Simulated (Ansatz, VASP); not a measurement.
## Two plane-wave programs on BPd4

The input INCAR:

```
SYSTEM = BPd4
  PREC = Accurate
  ENCUT = 600
  EDIFF = 1E-6
  ISMEAR = 0
  SIGMA = 0.1
  LREAL = .False.
  LASPH = .True.
  NELM = 100
  ALGO = Normal
  ISIF = 3
  LWAVE = .False.
  LCHARG = .False.
  GGA = PE
  IBRION = 2
  NSW = 90
  EDIFFG = -0.04
```

KPOINTS

```
regular mesh
0
Gamma
  4 4 4
  0 0 0
```

File POSCAR:

```
BPd4
1.0
   -2.6887338000      2.6887338000      2.6887338000
    2.6887338000     -2.6887338000      2.6887338000
    2.6887338000      2.6887338000     -2.6887338000
B Pd
1 4
Direct
    0.0000000000      0.0000000000      0.0000000000
    0.5000000000      0.5000000000      0.5000000000
    0.0000000000      0.0000000000      0.5000000000
    0.0000000000      0.5000000000      0.0000000000
    0.5000000000      0.0000000000      0.0000000000
```

Input for Ansatz:

```yaml
crystal:
  lattice:
    - [-2.6887338, 2.6887338, 2.6887338]
    - [2.6887338, -2.6887338, 2.6887338]
    - [2.6887338, 2.6887338, -2.6887338]
  atoms:
    - { symbol: B, position: [0.0, 0.0, 0.0] }
    - { symbol: Pd, position: [0.5, 0.5, 0.5] }
    - { symbol: Pd, position: [0.0, 0.0, 0.5] }
    - { symbol: Pd, position: [0.0, 0.5, 0.0] }
    - { symbol: Pd, position: [0.5, 0.0, 0.0] }
basis:
  ecutwfc: 420
kpoints:
  mp_grid: { grid: [4, 4, 4] }
hamiltonian:
  xc: pbe
scf:
  occupations: { method: gaussian, width: 0.1 }
  lower_state_search: "off"
output:
  forces: true
  stress: true
  eigenvalues: true
relax:
  adjacent_minimum: "off"
  f_tol: 0.04
  max_steps: 70
  cell: { stress_tol: 0.4 }
```

Alike in both runs: task relaxation of cell and atoms; functional PBE; k mesh 4 × 4 × 4; occupations gaussian, width 0.1 eV; no spin polarisation.

|  | VASP | Ansatz |
| --- | --- | --- |
| version | VASP 6.6.1 | Ansatz 0.2.0 |
| potentials or method | VASP PAW PBE potentials, release 64 (B, Pd), cutoff 600 eV | scalar-relativistic, plane waves, PAW |
| valence electrons in the cell | 43 | 75 |

|  | VASP | Ansatz | Ansatz less VASP |
| --- | --- | --- | --- |
| gap on the k mesh at the Fermi level, each at its own relaxed structure (eV) | none | none | - |
| relaxed volume (Å³/atom) | 14.96 | 14.99 | +0.034 |
| relaxed cell length with the largest relative difference (Å) | 4.597 | 4.601 | +0.0035 |

A gap of «none» marks a metal or a gap that the smearing closes. VASP's potentials hold 43 valence electrons a cell and Ansatz's 75, so a difference there can come from the potentials and not from the codes.

The k mesh is coarse, so the values compare programs but aren't converged.
